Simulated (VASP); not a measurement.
Wanted: the native input for a VASP 6.6.1 run.

```yaml
Task: single point
Functional: PBE
Potentials_or_basis: VASP PAW PBE potentials, release 64 (Te, Mo_sv)
Cutoff: 520 eV
k_mesh: 9 × 9 × 2
Occupations: fermi-dirac, width 0.05 eV
Spin: no spin polarisation
Dipole_correction: no
Further_INCAR_settings: ALGO = Normal; EDIFF = 1e-06; NBANDS = 35
```

The structure of Te2Mo lies in POSCAR:

```
Te2Mo
1.0
    3.5415000168      0.0000000000      0.0000000000
   -1.7707500084      3.0670289820      0.0000000000
    0.0000000000      0.0000000000     14.0661430943
Te Mo
4 2
Direct
    0.6666666667      0.3333333333      0.3790000000
    0.3333333333      0.6666666667      0.8790000000
    0.6666666667      0.3333333333      0.1210000000
    0.3333333333      0.6666666667      0.6210000000
    0.6666666667      0.3333333333      0.7500000000
    0.3333333333      0.6666666667      0.2500000000
```

These files were run (other wordings do the same):

INCAR

```
SYSTEM = Te2Mo
PREC = Accurate ; ENCUT = 520
EDIFF = 1E-6 ; ISMEAR = -1
SIGMA = 0.05 ; LREAL = .FALSE.
LASPH = .TRUE. ; NELM = 80
ALGO = Normal ; ISIF = 2
LWAVE = .FALSE. ; LCHARG = .FALSE.
GGA = PE ; NBANDS = 35
```

KPOINTS

```
Automatic mesh
0
G
  9 9 2
  0 0 0
```

Potentials or basis: VASP PAW PBE potentials, release 64 (Te, Mo_sv).

The run is started by

```bash
$ cat potpaw_PBE.64/Te/POTCAR potpaw_PBE.64/Mo_sv/POTCAR > POTCAR
$ mpirun -np 1 vasp_std > vasp.out
```

Results of the run:

```yaml
Pressure: 0.9 GPa
Largest_force: 0.079 eV/Å
Band_gap_on_the_k_mesh: 0.79 eV, indirect (least direct gap 1.01 eV)
```

Caveat: spin-orbit coupling is left out, which moves the levels of the heavy elements; this functional lacks dispersion, which binds the layers, so the pressure and a relaxed spacing across them are unreliable.

Run time: 110 s on 1 thread of Intel(R) Xeon(R) Platinum 8488C (Sapphire Rapids), with other jobs on the host, peak memory 0.33 GiB.
